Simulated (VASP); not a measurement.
# NaCl (Fm-3m) in VASP: a series of runs

Aim: see how the results for NaCl move with the level of theory and the settings. Levels: PBE, PBEsol+D4. Tasks: single point.

Everything below comes from runs of VASP 6.6.1. Logs are shortened: lines on timing, memory, paths and dates and some standing lists are left out, and cuts for length are marked.

### 1 The cell of the first run

It takes space group Fm-3m (No. 225, cubic). Conventional cell: a = 5.588 Å, b = 5.588 Å, c = 5.588 Å, α = 90.00°, β = 90.00°, γ = 90.00°. Within 3.7 Å of Cl (site symmetry m-3m) lie 6 Na at 2.79 Å. Na (site symmetry m-3m) has 6 Cl at 2.79 Å within 3.7 Å.

### 2 Single point, PBE

INCAR reads:

```
SYSTEM = NaCl
ALGO = Normal
EDIFF = 1E-6
ENCUT = 520
GGA = PE
ISIF = 2
ISMEAR = 0
LASPH = .True.
LCHARG = .True.
LELF = .True.
LREAL = .False.
LVHAR = .True.
LWAVE = .False.
NBANDS = 14
NELM = 100
PREC = Accurate
SIGMA = 0.022
```

KPOINTS reads:

```
k-points
0
Gamma
  8 8 8
  0 0 0
```

POSCAR reads:

```
NaCl
1.0
    0.0000000000      2.7940632177      2.7940632177
    2.7940632177      0.0000000000      2.7940632177
    2.7940632177      2.7940632177      0.0000000000
Cl Na
1 1
Direct
    0.5000000000      0.5000000000      0.5000000000
    0.0000000000      0.0000000000      0.0000000000
```

Potentials or basis: VASP PAW PBE potentials, release 64 (Cl, Na_pv).

On the command line:

```console
$ cat potpaw_PBE.64/Cl/POTCAR potpaw_PBE.64/Na_pv/POTCAR > POTCAR
$ mpirun -np 1 vasp_std > vasp.out
```

OUTCAR:

```text
SYSTEM = NaCl
   EDIFF = 1E-6
   ENCUT = 520
   GGA = PE
   ISIF = 2
   ISMEAR = 0
   LASPH = .True.
   LREAL = .False.
   NELM = 100
   PREC = Accurate

 ion  position               nearest neighbor table
   1  0.500  0.500  0.500-
   2  0.000  0.000  0.000-

  LATTYP: Found a face centered cubic cell.
 ALAT       =     5.5881264354

  Lattice vectors:

 A1 = (   0.0000000000,   2.7940632177,   2.7940632177)
 A2 = (   2.7940632177,   0.0000000000,   2.7940632177)
 A3 = (   2.7940632177,   2.7940632177,   0.0000000000)

Analysis of symmetry for initial positions (statically):
=====================================================================
 Subroutine PRICEL returns:
 Original cell was already a primitive cell.

 Routine SETGRP: Setting up the symmetry group for a
 face centered cubic supercell.

 Subroutine GETGRP returns: Found 48 space group operations
 (whereof 48 operations were pure point group operations)
 out of a pool of 48 trial point group operations.

The static configuration has the point symmetry O_h .

Analysis of symmetry for dynamics (positions and initial velocities):
=====================================================================
 Subroutine PRICEL returns:
 Original cell was already a primitive cell.

 Routine SETGRP: Setting up the symmetry group for a
 face centered cubic supercell.

 Subroutine GETGRP returns: Found 48 space group operations
 (whereof 48 operations were pure point group operations)
 out of a pool of 48 trial point group operations.

The dynamic configuration has the point symmetry O_h .

 Subroutine INISYM returns: Found 48 space group operations
 (whereof 48 operations are pure point group operations),
 and found     1 'primitive' translations

----------------------------------------------------------------------------------------

                                     Primitive cell

  volume of cell :      43.6253

  direct lattice vectors                    reciprocal lattice vectors
     0.000000000  2.794063218  2.794063218    -0.178950854  0.178950854  0.178950854
     2.794063218  0.000000000  2.794063218     0.178950854 -0.178950854  0.178950854
     2.794063218  2.794063218  0.000000000     0.178950854  0.178950854 -0.178950854

  length of vectors
     3.951402097  3.951402097  3.951402097     0.309951972  0.309951972  0.309951972

  position of ions in fractional coordinates (direct lattice)
     0.500000000  0.500000000  0.500000000
     0.000000000  0.000000000  0.000000000

  ion indices of the primitive-cell ions
   primitive index   ion index
                 1           1
                 2           2

----------------------------------------------------------------------------------------

 KPOINTS: k-points

Automatic generation of k-mesh.
 Grid dimensions read from file:
 generate k-points for:    8    8    8

 Generating k-lattice:

  Cartesian coordinates                     Fractional coordinates (reciprocal lattice)
    -0.022368857  0.022368857  0.022368857     0.125000000  0.000000000  0.000000000
     0.022368857 -0.022368857  0.022368857     0.000000000  0.125000000  0.000000000
     0.022368857  0.022368857 -0.022368857     0.000000000  0.000000000  0.125000000

  Length of vectors
     0.038743996  0.038743996  0.038743996

  Shift w.r.t. Gamma in fractional coordinates (k-lattice)
     0.000000000  0.000000000  0.000000000

 Subroutine IBZKPT returns following result:
 ===========================================

 Found     29 irreducible k-points:

 Following reciprocal coordinates:
            Coordinates               Weight
  0.000000  0.000000  0.000000      1.000000
  0.125000  0.000000  0.000000      8.000000
  0.250000  0.000000  0.000000      8.000000
  0.375000  0.000000  0.000000      8.000000
  0.500000  0.000000  0.000000      4.000000
  0.125000  0.125000  0.000000      6.000000
[... 16 lines left out ...]
  0.500000  0.250000  0.125000     48.000000
 -0.375000  0.250000  0.125000     24.000000
 [... further k-points ...]
   k-points           NKPTS =     29   k-points in BZ     NKDIM =     29   number of bands    NBANDS=     14
   number of dos      NEDOS =    301   number of ions     NIONS =      2
   total plane-waves  NPLWV =  27000
   dimension x,y,z NGX =    30 NGY =   30 NGZ =   30
   dimension x,y,z NGXF=    60 NGYF=   60 NGZF=   60
   ions per type =               1   1
   NGX,Y,Z   is equivalent  to a cutoff of  12.62, 12.62, 12.62 a.u.
   NGXF,Y,Z  is equivalent  to a cutoff of  25.24, 25.24, 25.24 a.u.
 SYSTEM =  NaCl
   PREC   = accura    normal or accurate (medium, high low for compatibility)
   ISTART =      0    job   : 0-new  1-cont  2-samecut
   ICHARG =      2    charge: 1-file 2-atom 10-const
   ISPIN  =      1    spin polarized calculation?
   LNONCOLLINEAR =      F non collinear calculations
   LSORBIT =      F    spin-orbit coupling
   LASPH  =      T    aspherical Exc in radial PAW
   ENCUT  =  520.0 eV  38.22 Ry    6.18 a.u.   7.35  7.35  7.35*2*pi/ulx,y,z
   NELM   =    100;   NELMIN=  2; NELMDL= -5     # of ELM steps
   EDIFF  = 0.1E-05   stopping-criterion for ELM
   LREAL  =      F    real-space projection
   EDIFFG = 0.1E-04   stopping-criterion for IOM
   NSW    =      0    number of steps for IOM
   IBRION =     -1    ionic relax: 0-MD 1-quasi-New 2-CG
   NFREE  =      0    steps in history (QN), initial steepest desc. (CG)
   ISIF   =      2    stress and relaxation
   ISYM   =      2    0-nonsym 1-usesym 2-fastsym
   POTIM  = 0.5000    time-step for ionic-motion
   TEBEG  =    0.0;   TEEND  =   0.0 temperature during run
   PSTRESS=    0.0 pullay stress
   NELECT =      14.0000    total number of electrons
   NUPDOWN=      -1.0000    fix difference up-down
   EMIN   =  10.00;   EMAX   =-10.00  energy-range for DOS
   EFERMI =   0.00;   METHOD = LEGACY
   ISMEAR =     0;   SIGMA  =   0.02  broadening in eV -4-tet -1-fermi 0-gaus
   EFERMI_NEDOS =   21; number of points for ismear=-14 and -15
   IALGO  =     38    algorithm
   IMIX   =      4    mixing-type and parameters
     AMIX     =   0.40;   BMIX     =  1.00
     AMIX_MAG =   1.60;   BMIX_MAG =  1.00
  volume/ion in A,a.u.               =      21.81       147.20
  Fermi-wavevector in a.u.,A,eV,Ry     =   1.120825  2.118053 17.092312  1.256249
  Thomas-Fermi vector in A             =   2.257475
   LORBIT       =      0    0 simple, 1 ext, 2 COOP (PROOUT), +10 PAW based schemes
   GGA     = PE    functional components
   LHFCALC =     F    Hartree Fock is set to
   AEXX    =    0.0000 exact exchange contribution
   IVDW    =     0    specifies the selected vdW correction
   LEPSILON=     F    determine dielectric tensor
   LRPA    =     F    only Hartree local field effects (RPA)
 non-spin polarized calculation
 Gauss-broadening in eV      SIGMA  =   0.02
  energy-cutoff  :      520.00
  volume of cell :       43.63
 maximum number of plane-waves:      1211
 NGX is ok and might be reduce to    30
   NGX = 15   NGY = 15   NGZ = 15

 number of electron      14.0000007 magnetization

 Free energy of the ion-electron system (eV)
  ---------------------------------------------------
  ext. energy  EPLUGINS =         0.00000000
  ---------------------------------------------------
  free energy    TOTEN  =        -6.76581657 eV

  energy without entropy =       -6.76581657  energy(sigma->0) =       -6.76581657

 E-fermi :  -0.4434     XC(G=0):  -8.2854

 val. band max:       -0.5684572831   @ k =   0.0000   0.0000   0.0000
 cond. band min:       4.6477733330   @ k =   0.0000   0.0000   0.0000
 fundamental gap:      5.2162306161
 Fermi energy:        -0.4433816045

 k-point     1 :       0.0000    0.0000    0.0000
  band No.  band energies     occupation
      1     -21.3348      2.00000
      2     -21.3348      2.00000
      3     -21.3348      2.00000
      4     -13.2912      2.00000
      5      -0.5685      2.00000
      6      -0.5685      2.00000
      7      -0.5685      2.00000
      8       4.6478      0.00000
      9      10.5797      0.00000
     10      10.5797      0.00000
     11      10.5797      0.00000
     12      12.7769      0.00000
     13      12.7769      0.00000
     14      14.4292      0.00000

 k-point     2 :       0.1250    0.0000    0.0000
  band No.  band energies     occupation
      1     -21.3398      2.00000
      2     -21.3352      2.00000
      3     -21.3352      2.00000
      4     -13.2403      2.00000
      5      -0.9527      2.00000
      6      -0.6116      2.00000
      7      -0.6116      2.00000
      8       5.1548      0.00000
      9      10.0424      0.00000
     10      10.7791      0.00000
     11      10.7791      0.00000
     12      12.5253      0.00000
     13      12.5253      0.00000
     14      15.3767      0.00000

 k-point     3 :       0.2500    0.0000    0.0000
  band No.  band energies     occupation
      1     -21.3516      2.00000
      2     -21.3360      2.00000
      3     -21.3360      2.00000
      4     -13.1138      2.00000
      5      -1.7117      2.00000
      6      -0.7124      2.00000
      7      -0.7124      2.00000
      8       6.1324      0.00000
      9       9.5144      0.00000
     10      10.8863      0.00000
     11      10.8863      0.00000
     12      12.7507      0.00000
     13      12.7507      0.00000
     14      15.2706      0.00000
[... 324 lines left out ...]
 k-point    23 :       0.5000    0.2500    0.1250
  band No.  band energies     occupation
      1     -21.3590      2.00000
      2     -21.3434      2.00000
      3     -21.3388      2.00000
      4     -12.9331      2.00000
      5      -2.1697      2.00000
      6      -1.2860      2.00000
      7      -0.9458      2.00000
      8       7.7051      0.00000
      9       9.0998      0.00000
     10       9.4543      0.00000
     11      11.4538      0.00000
     12      13.2800      0.00000
     13      15.7125      0.00000
     14      16.1022      0.00000

 k-point    24 :      -0.3750    0.2500    0.1250
  band No.  band energies     occupation
      1     -21.3615      2.00000
      2     -21.3439      2.00000
      3     -21.3397      2.00000
      4     -12.8914      2.00000
      5      -2.2920      2.00000
      6      -1.3675      2.00000
      7      -1.0012      2.00000
      8       7.8331      0.00000
      9       9.0918      0.00000
     10       9.8095      0.00000
     11      11.2670      0.00000
     12      13.9269      0.00000
     13      15.2282      0.00000
     14      16.2333      0.00000

 [... further k-points ...]

------------------------ aborting loop because EDIFF is reached ----------------------------------------

  FORCE on cell =-STRESS in cart. coord.  units (eV):
  Direction    XX          YY          ZZ          XY          YZ          ZX
  --------------------------------------------------------------------------------------
  -------------------------------------------------------------------------------------
  Total        0.4145221      0.4145221      0.4145221      0.0000000      0.0000000     -0.0000000
  in kB       15.2236783     15.2236783     15.2236783      0.0000000      0.0000000     -0.0000000
  external PRESSURE =      15.2236783 kB  Pullay stress =       0.0000000 kB

 VOLUME and BASIS-vectors are now :
 -----------------------------------------------------------------------------
  energy-cutoff  :      520.00
  volume of cell :       43.63
      direct lattice vectors                 reciprocal lattice vectors
     0.000000000  2.794063218  2.794063218    -0.178950854  0.178950854  0.178950854
     2.794063218  0.000000000  2.794063218     0.178950854 -0.178950854  0.178950854
     2.794063218  2.794063218  0.000000000     0.178950854  0.178950854 -0.178950854

 POSITION                                       TOTAL-FORCE (eV/Angst)
 -----------------------------------------------------------------------------------
      2.79406      2.79406      2.79406        -0.000000     -0.000000     -0.000000
      0.00000      0.00000      0.00000         0.000000      0.000000      0.000000
 -----------------------------------------------------------------------------------
    total drift:                               -0.000000      0.000000      0.000000

  FREE ENERGIE OF THE ION-ELECTRON SYSTEM (eV)
  ---------------------------------------------------
  free  energy   TOTEN  =        -6.7658165667 eV

  energy  without entropy=       -6.7658165667  energy(sigma->0) =       -6.76581657
```

It took 18 s on 1 thread of Intel Xeon 6975P-C, shared host; peak memory 0.16 GiB.

What came out:

| Quantity | Value |
| --- | --- |
| Free energy | -6.7658 eV |
| Pressure | 1.5 GPa |
| Band gap on the k mesh | 5.22 eV, direct |

Expect the measured gap to be larger: semilocal functionals such as PBE lack the derivative discontinuity.

### 3 Single point, PBE

INCAR reads:

```
SYSTEM = NaCl
ALGO = Normal ; EDIFF = 1E-6
ENCUT = 520 ; GGA = PE
ISIF = 2 ; ISMEAR = 0
LASPH = .True. ; LCHARG = .True.
LELF = .True. ; LREAL = .False.
LVHAR = .True. ; LWAVE = .False.
NBANDS = 14 ; NELM = 60
PREC = Accurate ; SIGMA = 0.025
```

KPOINTS is that of step 2.

POSCAR is that of step 2.

Potentials or basis: VASP PAW PBE potentials, release 64 (Cl, Na_pv).

On the command line:

```console
$ cat potpaw_PBE.64/Cl/POTCAR potpaw_PBE.64/Na_pv/POTCAR > POTCAR
$ mpirun -np 1 vasp_std > vasp.out
```

Wall time 18 s (1 thread of Intel Xeon 6975P-C, shared host); peak memory 0.16 GiB.

It converged, with:

| Quantity | Value |
| --- | --- |
| Free energy | -6.7658 eV |
| Pressure | 1.5 GPa |
| Band gap on the k mesh | 5.22 eV, direct |

Levels at points of the mesh, in eV from the valence-band top:
```csv
k point,band 4,band 5,band 6,band 7,band 8,band 9,band 10,band 11
"(0.00, 0.00, 0.00)",-12.72,0.00,0.00,0.00,5.22,11.15,11.15,11.15
"(0.50, 0.00, 0.00)",-12.36,-2.01,-0.28,-0.28,7.32,10.85,11.04,11.04
"(0.50, 0.50, 0.00)",-12.31,-1.73,-0.62,-0.62,7.62,8.06,11.52,15.03
```

### 4 Single point, PBEsol+D4

This run uses another cell than the first one, of 21.63 Å³/atom, 0.992 times its volume.

INCAR reads:

```
SYSTEM = NaCl
ALGO     = Normal         ! electronic algorithm
EDIFF    = 1E-7           ! SCF threshold, eV
ENCUT    = 520            ! plane-wave cutoff, eV
GGA      = PS             ! functional
ISIF     = 2              ! what is computed and relaxed
ISMEAR   = -1             ! smearing method
IVDW     = 13             ! dispersion correction
LASPH    = .TRUE.         ! aspherical terms in the spheres
LCHARG   = .TRUE.         ! write CHGCAR
LELF     = .TRUE.         ! ELF
LREAL    = .FALSE.        ! projectors in reciprocal space
LVHAR    = .TRUE.       
LWAVE    = .FALSE.        ! write WAVECAR
NBANDS   = 14             ! bands
NELM     = 100            ! most SCF steps
PREC     = Accurate       ! precision mode
SIGMA    = 0.05           ! smearing width, eV
```

KPOINTS reads:

```
k-points
0
G
  8 8 8
  0 0 0
```

POSCAR reads:

```
NaCl
1.0
    0.0000000000      2.7861560212      2.7861560212
    2.7861560212      0.0000000000      2.7861560212
    2.7861560212      2.7861560212      0.0000000000
Cl Na
1 1
Direct
    0.5000000000      0.5000000000      0.5000000000
    0.0000000000      0.0000000000      0.0000000000
```

On the command line:

```console
$ cat potpaw_PBE.64/Cl/POTCAR potpaw_PBE.64/Na_pv/POTCAR > POTCAR
$ mpirun -np 1 vasp_std > vasp.out
```

It took 20 s on 1 thread of Intel Xeon 6975P-C, shared host; peak memory 0.16 GiB.

Results (log left out):

```
Free energy                : -7.1178 eV
Pressure                   : 0.0 GPa
Band gap on the k mesh     : 5.07 eV, direct
Dispersion energy per atom : -0.060 eV
```

Levels at points of the mesh, in eV from the valence-band top:
```
           k point  band 3  band 4  band 5  band 6  band 7  band 8  band 9  band 10  band 11  band 12
(0.00, 0.00, 0.00)  -20.59  -12.73    0.00    0.00    0.00    5.07   11.03    11.03    11.03    13.30
(0.50, 0.00, 0.00)  -20.59  -12.34   -2.09   -0.29   -0.29    7.14   10.79    10.95    10.95    15.06
(0.50, 0.50, 0.00)  -20.60  -12.29   -1.80   -0.65   -0.65    7.54    7.86    11.38    14.94    14.94
```

Caveat: the PAW data sets were made with another functional, which shifts forces and pressure a little. Expect the measured gap to be larger: semilocal functionals such as PBEsol lack the derivative discontinuity.

### 5 Overview

| level | cell | smearing | gap on the mesh (eV) | pressure (GPa) |
| --- | --- | --- | --- | --- |
| PBE | a = 3.951 Å, angles 60.0°, 2 atoms | gaussian 0.022 eV | 5.22 | 1.5 |
| PBE | a = 3.951 Å, angles 60.0°, 2 atoms | gaussian 0.025 eV | 5.22 | 1.5 |
| PBEsol+D4 | a = 3.940 Å, angles 60.0°, 2 atoms | fermi-dirac 0.05 eV | 5.07 | 0.0 |

Alike in all rows: task single point; potentials or basis VASP PAW PBE potentials, release 64 (Cl, Na_pv); no spin polarisation; k mesh 8 × 8 × 8; cutoff (eV) 520.

Caveats: the PAW data sets were made with another functional, which shifts forces and pressure a little (some runs).

Absolute energies hang on the potentials; compare differences alone.
